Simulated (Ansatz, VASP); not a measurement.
Two plane-wave programs on Fe

```
Fe
1.0
     0.00000    1.91550    1.93855
     1.47819    0.00000    1.93855
     1.47819    1.91550    0.00000
Fe
1
Direct
  0.00000 0.00000 0.00000
```

Alike in both runs: task single point; functional r2SCAN; k mesh 13 × 13 × 13; occupations fermi-dirac, width 0.05 eV; collinear spin.

|  | VASP | Ansatz |
| --- | --- | --- |
| version | VASP 6.6.1 | Ansatz 0.2.0 |
| potentials or method | VASP PAW PBE potentials, release 64 (Fe) | Ansatz PAW |
| plane-wave cutoff (eV) | 520 | 500 |
| valence electrons in the cell | 8 | 16 |

```tsv
	VASP	Ansatz	Ansatz less VASP
gap on the k mesh at the Fermi level (eV)	none	none	-
pressure (GPa)	15.6	15.9	+0.32
traceless stress, the component that is largest in VASP (GPa)	-4.50	-4.64	-0.143
net moment per atom (μB)	2.61	2.61	0.000
size of the moment on the site where the two differ most (μB)	2.65	2.73	+0.087
```

VASP's potentials were made for PBE, not for r2SCAN. Site moments also hang on the region over which each program counts them. A gap of «none» marks a metal or a gap that the smearing closes. VASP's potentials hold 8 valence electrons a cell and Ansatz's 16, so a difference there can come from the potentials and not from the codes.

Noted on Ansatz's run: the magnetic or orbital state may not be the lowest.
